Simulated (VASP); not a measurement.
Here is a VASP 6.6.1 calculation.

INCAR

```
SYSTEM = Fe
AGGAC = 1.0
AGGAX = 1.0
ALDAC = 0.0
ALDAX = 1.0
ALGO = Normal
EDIFF = 1E-7
ENCUT = 520
GGA = B5
ISIF = 2
ISMEAR = -1
ISPIN = 2
LASPH = .True.
LCHARG = .False.
LMAXMIX = 4
LORBIT = 11
LREAL = .False.
LWAVE = .False.
MAGMOM = 2.612 2.481 2.481
NBANDS = 23
NELM = 150
PREC = Accurate
SIGMA = 0.05
```

KPOINTS

```
k-points
0
Gamma
  10 10 15
  0 0 0
```

Contents of POSCAR:

```
Fe
1.0
    4.1902337371      0.0000000000      0.0000000000
   -2.0951168686      3.6288488641      0.0000000000
    0.0000000000      0.0000000000      2.3775281079
Fe
3
Direct
    1.0000000000      0.0000000000      0.0000000000
    0.3333333333      0.6666666667      0.5000000000
    0.6666666667      0.3333333333      0.5000000000
```

Potentials or basis: VASP PAW PBE potentials, release 64 (Fe).

The run is started by

```console
$ cat potpaw_PBE.64/Fe/POTCAR > POTCAR
$ mpirun -np 1 vasp_std > vasp.out
```

Estimate the net moment.

7.23 μB per cell.

Predict the site moments.

Fe +2.53, +2.34 (each value once) μB.

Predict the pressure.

5.6 GPa.

Stress tensor (GPa, compression positive):
```
5.70 0.00 0.00
0.00 5.70 0.00
0.00 0.00 5.27
```

Caveat: the cell stands under pressure; the PAW data sets were made with another functional, which shifts forces and pressure a little.
